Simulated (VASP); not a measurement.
# Mg7ZnO8 (P1) in VASP: single point with PBEsol

Aim: the single point of Mg7ZnO8 with PBEsol.

Everything below comes from runs of VASP 6.6.1. Logs are shortened: lines on timing, memory, paths and dates and some standing lists are left out, and cuts for length are marked.

## 1. The cell of the first run

The typed cell holds 64 atoms: a = 8.442 Å, b = 8.442 Å, c = 8.442 Å, α = 90.00°, β = 90.00°, γ = 90.00°.

## 2. Single point, PBEsol

INCAR reads:

```
ALGO = Normal
EDIFF = 1E-7
ENCUT = 520
GGA = PS
ISIF = 2
ISMEAR = -1
ISYM = 0
LASPH = T
LCHARG = T
LELF = T
LREAL = Auto
LVHAR = T
LWAVE = F
NBANDS = 186
NELM = 100
PREC = Accurate
SIGMA = 0.05
```

KPOINTS reads:

```
Automatic mesh
0
Gamma
  1 1 1
  0.25 0.25 0.25
```

POSCAR reads:

```
Mg7ZnO8
1.0
    8.4415804388      0.0000000000      0.0000000000
    0.0000000000      8.4415804388      0.0000000000
    0.0000000000      0.0000000000      8.4415804388
O Mg Zn
32 28 4
Direct
    0.2501300000      0.0002440000      0.9992340000
    0.2501840000      0.0002160000      0.4999580000
    0.2501480000      0.5007650000      0.9992550000
    0.2501830000      0.5008120000      0.4999220000
    0.7496790000      0.0001000000      0.9965260000
    0.7497280000      0.9979000000      0.5023660000
    0.7496390000      0.5007210000      0.9965210000
    0.7498850000      0.5034040000      0.5025330000
    0.9995710000      0.2505320000      0.0002100000
    0.0022250000      0.2506380000      0.4994570000
    0.9995740000      0.7505310000      0.0000830000
    0.9996080000      0.7505910000      0.4991050000
    0.5002960000      0.2504870000      0.0001690000
    0.4977090000      0.2504180000      0.4991960000
    0.5003920000      0.7505350000      0.0026370000
    0.5002360000      0.7504200000      0.4964560000
    0.0025150000      0.0008650000      0.2498720000
    0.9998820000      0.0008290000      0.7494310000
    0.0024940000      0.5004340000      0.2498510000
    0.9998780000      0.5002750000      0.7494680000
    0.4973760000      0.0006320000      0.2496720000
    0.5001090000      0.0033510000      0.7494380000
    0.4974080000      0.5001080000      0.2496670000
    0.4999440000      0.4976550000      0.7492790000
    0.2498820000      0.2505080000      0.2495960000
    0.2498760000      0.2504980000      0.7498140000
    0.2498450000      0.7505080000      0.2495170000
    0.2473700000      0.7504480000      0.7495610000
    0.7499200000      0.2504530000      0.2476590000
    0.7501310000      0.2506180000      0.7525040000
    0.7500810000      0.7504930000      0.2494080000
    0.7525160000      0.7506240000      0.7497260000
    0.9996780000      0.0005370000      0.9997950000
    0.9993990000      0.0007270000      0.4993830000
    0.9996720000      0.5005230000      0.9997980000
    0.9994000000      0.5004190000      0.4994010000
    0.5002090000      0.0003490000      0.9996260000
    0.5004870000      0.0005310000      0.4994410000
    0.5001910000      0.5005910000      0.9996240000
    0.5004880000      0.5004710000      0.4994510000
    0.2500140000      0.2505070000      0.9998300000
    0.2500160000      0.2505230000      0.4995910000
    0.2501620000      0.7505030000      0.9995210000
    0.2501620000      0.7505040000      0.4996330000
    0.7498530000      0.2505170000      0.0000780000
    0.7497380000      0.7505200000      0.9995990000
    0.7497850000      0.7505500000      0.4993710000
    0.2500070000      0.0005630000      0.2496970000
    0.2501520000      0.0003940000      0.7494910000
    0.2500070000      0.5004540000      0.2496980000
    0.2501440000      0.5006370000      0.7494740000
    0.7497700000      0.0004880000      0.7494540000
    0.7497750000      0.5005800000      0.7494470000
    0.9991540000      0.2505440000      0.2500690000
    0.9997610000      0.2505610000      0.7495860000
    0.9996610000      0.7505390000      0.2496810000
    0.9998010000      0.7505430000      0.7494970000
    0.5007230000      0.2504670000      0.2499790000
    0.5001610000      0.2505040000      0.7495450000
    0.5002520000      0.7504870000      0.2496000000
    0.7498780000      0.2505480000      0.5005250000
    0.7498460000      0.0002420000      0.2492790000
    0.7498510000      0.5007720000      0.2493190000
    0.5001780000      0.7505020000      0.7494300000
```

Potentials or basis: VASP PAW PBE potentials, release 64 (O, Mg, Zn).

Run with:

```bash
> cat potpaw_PBE.64/O/POTCAR potpaw_PBE.64/Mg/POTCAR potpaw_PBE.64/Zn/POTCAR > POTCAR
> mpirun -np 1 vasp_std > vasp.out
```

OUTCAR:

```text
EDIFF = 1E-7
   ENCUT = 520
   GGA = PS
   ISIF = 2
   ISMEAR = -1
   ISYM = 0
   LASPH = T
   LREAL = Auto
   NELM = 100
   PREC = Accurate

 ion  position               nearest neighbor table
   1  0.250  0.000  0.999-  43 2.11  49 2.11  37 2.11  41 2.11  33 2.11  48 2.11
   2  0.250  0.000  0.500-  49 2.11  44 2.11  48 2.11  38 2.11  42 2.11  34 2.12
   3  0.250  0.501  0.999-  43 2.11  51 2.11  39 2.11  41 2.11  50 2.11  35 2.11
   4  0.250  0.501  0.500-  51 2.11  44 2.11  50 2.11  42 2.11  40 2.11  36 2.12
   5  0.750  0.000  0.997-  52 2.09  37 2.11  46 2.11  33 2.11  45 2.11  62 2.13
   6  0.750  0.998  0.502-  52 2.09  47 2.09  38 2.10  34 2.11  61 2.13  62 2.14
[... 76 lines left out ...]
  58  0.501  0.250  0.250-  29 2.10  14 2.10  23 2.11  13 2.11  21 2.11  25 2.12  45 2.98  62 2.98
                            38 2.98  63 2.98  40 2.98  61 2.98  42 2.99  37 2.99  39 2.99  48 2.99
  59  0.500  0.251  0.750-  24 2.09  22 2.09  30 2.11  26 2.11  14 2.11  13 2.12  61 2.98  52 2.98
                            53 2.98  40 2.98  38 2.99  42 2.99  49 2.99  51 2.99  39 2.99  45 2.99
  60  0.500  0.750  0.250-  16 2.08  15 2.08  31 2.11  21 2.11  23 2.11  27 2.11  47 2.98  63 2.98
                            62 2.98  46 2.98  37 2.98  40 2.98  39 2.98  38 2.98  44 2.99  43 2.99
  61  0.750  0.251  0.501-  30 2.13  14 2.13  10 2.13   6 2.13   8 2.13  29 2.13  59 2.98  55 2.98
                            53 2.98  52 2.98  40 2.98  34 2.98  36 2.98  38 2.98  58 2.98  54 2.98
  62  0.750  0.000  0.249-  31 2.11  29 2.11  21 2.13  17 2.13   5 2.13   6 2.14  37 2.98  33 2.98
                            60 2.98  58 2.98  46 2.98  45 2.98  56 2.98  38 2.98  54 2.98  34 2.98
  63  0.750  0.501  0.249-  31 2.11  29 2.11  23 2.13  19 2.13   7 2.13   8 2.14  60 2.98  35 2.98
                            39 2.98  58 2.98  46 2.98  40 2.98  45 2.98  54 2.98  56 2.98  36 2.98
  64  0.500  0.751  0.749-  32 2.13  28 2.13  24 2.13  22 2.13  16 2.14  15 2.14  53 2.98  52 2.98
                            47 2.98  46 2.98  44 2.98  51 2.98  49 2.98  40 2.98  38 2.98  37 2.98

IMPORTANT INFORMATION: All symmetrisations will be switched off!
NOSYMM: (Re-)initialisation of all symmetry stuff for point group C_1.

----------------------------------------------------------------------------------------

                                     Primitive cell

  volume of cell :     601.5494

  direct lattice vectors                    reciprocal lattice vectors
     8.441580439  0.000000000  0.000000000     0.118461230  0.000000000  0.000000000
     0.000000000  8.441580439  0.000000000     0.000000000  0.118461230  0.000000000
     0.000000000  0.000000000  8.441580439     0.000000000  0.000000000  0.118461230

  length of vectors
     8.441580439  8.441580439  8.441580439     0.118461230  0.118461230  0.118461230

  position of ions in fractional coordinates (direct lattice)
     0.250130000  0.000244000  0.999234000
     0.250184000  0.000216000  0.499958000
[... 194 lines left out ...]
   EFERMI =   0.00;   METHOD = LEGACY
   ISMEAR =    -1;   SIGMA  =   0.05  broadening in eV -4-tet -1-fermi 0-gaus
   EFERMI_NEDOS =   21; number of points for ismear=-14 and -15
   IALGO  =     38    algorithm
   IMIX   =      4    mixing-type and parameters
     AMIX     =   0.40;   BMIX     =  1.00
     AMIX_MAG =   1.60;   BMIX_MAG =  1.00
  volume/ion in A,a.u.               =       9.40        63.43
  Fermi-wavevector in a.u.,A,eV,Ry     =   1.292454  2.442383 22.727667  1.670436
  Thomas-Fermi vector in A             =   2.424161
   LORBIT       =      0    0 simple, 1 ext, 2 COOP (PROOUT), +10 PAW based schemes
   GGA     = PS    functional components
   LHFCALC =     F    Hartree Fock is set to
   AEXX    =    0.0000 exact exchange contribution
   IVDW    =     0    specifies the selected vdW correction
   LEPSILON=     F    determine dielectric tensor
   LRPA    =     F    only Hartree local field effects (RPA)
 non-spin polarized calculation
  energy-cutoff  :      520.00
  volume of cell :      601.55
 maximum number of plane-waves:     16206
 NGX is ok and might be reduce to    64
   NGX = 31   NGY = 31   NGZ = 31

 number of electron     296.0000000 magnetization

 Free energy of the ion-electron system (eV)
  ---------------------------------------------------
  ext. energy  EPLUGINS =         0.00000000
  ---------------------------------------------------
  free energy    TOTEN  =      -388.49063825 eV

  energy without entropy =     -388.49063825  energy(sigma->0) =     -388.49063825

 E-fermi :   4.4955     XC(G=0): -11.4684

 val. band max:        3.2177572378   @ k =   0.2500  -0.2500   0.2500
 cond. band min:       7.8053813311   @ k =   0.2500  -0.2500   0.2500
 fundamental gap:      4.5876240933
 Fermi energy:         4.4955158802

 k-point     1 :       0.2500    0.2500    0.2500
  band No.  band energies     occupation
      1     -14.2318      2.00000
      2     -13.8648      2.00000
      3     -13.8232      2.00000
      4     -13.7955      2.00000
      5     -13.5392      2.00000
      6     -13.4894      2.00000
[... 641 lines left out ...]
    159      11.0696      0.00000
    160      11.1433      0.00000
 [bands above 160 left out]

------------------------ aborting loop because EDIFF is reached ----------------------------------------

  FORCE on cell =-STRESS in cart. coord.  units (eV):
  Direction    XX          YY          ZZ          XY          YZ          ZX
  --------------------------------------------------------------------------------------
  -------------------------------------------------------------------------------------
  Total       -1.2277841     -1.0615954     -0.9802102      0.0099360      0.0196372      0.0048288
  in kB       -3.2701020     -2.8274721     -2.6107093      0.0264637      0.0523021      0.0128612
  external PRESSURE =      -2.9027612 kB  Pullay stress =       0.0000000 kB

 VOLUME and BASIS-vectors are now :
 -----------------------------------------------------------------------------
  energy-cutoff  :      520.00
  volume of cell :      601.55
      direct lattice vectors                 reciprocal lattice vectors
     8.441580439  0.000000000  0.000000000     0.118461230  0.000000000  0.000000000
     0.000000000  8.441580439  0.000000000     0.000000000  0.118461230  0.000000000
     0.000000000  0.000000000  8.441580439     0.000000000  0.000000000  0.118461230

 POSITION                                       TOTAL-FORCE (eV/Angst)
 -----------------------------------------------------------------------------------
      2.11149      0.00206      8.43511         0.001908     -0.000315     -0.005021
      2.11195      0.00182      4.22044        -0.001491     -0.003359      0.001130
      2.11164      4.22725      8.43529         0.002673      0.003701     -0.004016
      2.11194      4.22764      4.22013        -0.001455      0.004760      0.000378
      6.32848      0.00084      8.41225         0.006474      0.009674     -0.039477
      6.32889      8.42385      4.24076        -0.000498     -0.053725      0.048506
[... 56 lines left out ...]
      6.32993      4.22731      2.10465         0.000098      0.001039     -0.001855
      4.22229      6.33542      6.32637         0.000207     -0.000105      0.000265
 -----------------------------------------------------------------------------------
    total drift:                               -0.007329      0.016176     -0.002772

  FREE ENERGIE OF THE ION-ELECTRON SYSTEM (eV)
  ---------------------------------------------------
  free  energy   TOTEN  =      -388.4906382451 eV

  energy  without entropy=     -388.4906382450  energy(sigma->0) =     -388.49063825
```

Wall time 25 min (1 thread of AMD EPYC 7R13 (Zen 3), shared host); peak memory 0.71 GiB.

What came out:

```
Free energy            : -388.4906 eV
Pressure               : -0.3 GPa
Largest force          : 0.072 eV/Å
Band gap on the k mesh : 4.59 eV, direct
```

Forces on the atoms (eV/Å):
```
O    0.002  0.000 -0.005
O   -0.001 -0.003  0.001
O    0.003  0.004 -0.004
O   -0.001  0.005  0.000
O    0.006  0.010 -0.039
O    0.000 -0.054  0.049
O    0.006  0.012 -0.040
O   -0.014  0.034  0.038
O   -0.002  0.002  0.002
O    0.044 -0.004 -0.009
O   -0.004  0.002  0.002
O   -0.001  0.002 -0.005
O    0.000 -0.001  0.002
O   -0.044  0.008  0.003
O   -0.006 -0.006  0.043
O    0.007  0.008 -0.040
O    0.043 -0.008 -0.008
O   -0.002  0.005 -0.004
O    0.044 -0.009 -0.006
O    0.001 -0.001 -0.002
O   -0.044  0.012  0.006
O   -0.007  0.040 -0.007
O   -0.044  0.009  0.007
O    0.007 -0.044  0.006
O    0.001  0.001 -0.001
O   -0.001 -0.001  0.001
O   -0.001  0.002 -0.001
O   -0.043  0.007  0.006
O    0.007  0.008 -0.046
O   -0.006 -0.007  0.045
O    0.000  0.003 -0.004
O    0.044 -0.006 -0.007
Mg   0.000 -0.001  0.001
Mg   0.002 -0.002  0.002
Mg   0.000 -0.001  0.000
Mg   0.004  0.000  0.002
Mg  -0.002  0.002  0.001
Mg  -0.002 -0.002  0.001
Mg  -0.002 -0.001 -0.001
Mg  -0.001 -0.003  0.000
Mg   0.000 -0.001  0.000
Mg   0.000 -0.001  0.000
Mg   0.000 -0.001  0.001
Mg  -0.002  0.000 -0.001
Mg   0.001 -0.003 -0.002
Mg   0.003 -0.003  0.001
Mg   0.000  0.001  0.003
Mg   0.000 -0.001  0.001
Mg   0.000 -0.001  0.001
Mg   0.000 -0.001  0.000
Mg  -0.002 -0.003  0.001
Mg   0.002  0.001  0.001
Mg   0.001  0.000  0.003
Mg   0.002  0.001 -0.001
Mg   0.002 -0.002  0.002
Mg   0.002  0.001  0.000
Mg   0.000 -0.001  0.001
Mg  -0.004 -0.003 -0.001
Mg   0.000 -0.001  0.001
Mg  -0.002 -0.003  0.001
Zn   0.000  0.002  0.004
Zn   0.000 -0.002 -0.002
Zn   0.000  0.001 -0.002
Zn   0.000  0.000  0.000
```

Caveat: the k points lie up to 0.74 Å⁻¹ apart; the PAW data sets were made with another functional, which shifts forces and pressure a little.
